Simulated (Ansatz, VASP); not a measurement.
As: VASP beside Ansatz

```xyz
2
Lattice="-2.6435 2.6435 1.3873 2.6435 -2.6435 1.3873 2.6435 2.6435 -1.3873" Properties=species:S:1:pos:R:3 pbc="T T T"
As    0.0000    0.0000    0.0000
As    0.0000    2.6435    0.6937
```

Alike in both runs: functional PBEsol; k mesh 22 × 22 × 22; occupations gaussian, width 0.1 eV; no spin polarisation.

Ansatz relaxed the structure, and its values are those at the end. VASP's run is a single point on that final structure, the one shown.

|  | VASP | Ansatz |
| --- | --- | --- |
| version | VASP 6.6.1 | Ansatz 0.2.0 |
| potentials or method | VASP PAW PBE potentials, release 64 (As), cutoff 520 eV | scalar-relativistic, plane waves, PAW |
| valence electrons in the cell | 10 | 30 |

```csv
,VASP,Ansatz,Ansatz less VASP
gap on the k mesh at the Fermi level (eV),none,none,-
pressure (GPa),0.3,0.0,-0.28
```

VASP's potentials were made for PBE, not for PBEsol. A gap of «none» marks a metal or a gap that the smearing closes. VASP's potentials hold 10 valence electrons a cell and Ansatz's 30, so a difference there can come from the potentials and not from the codes.
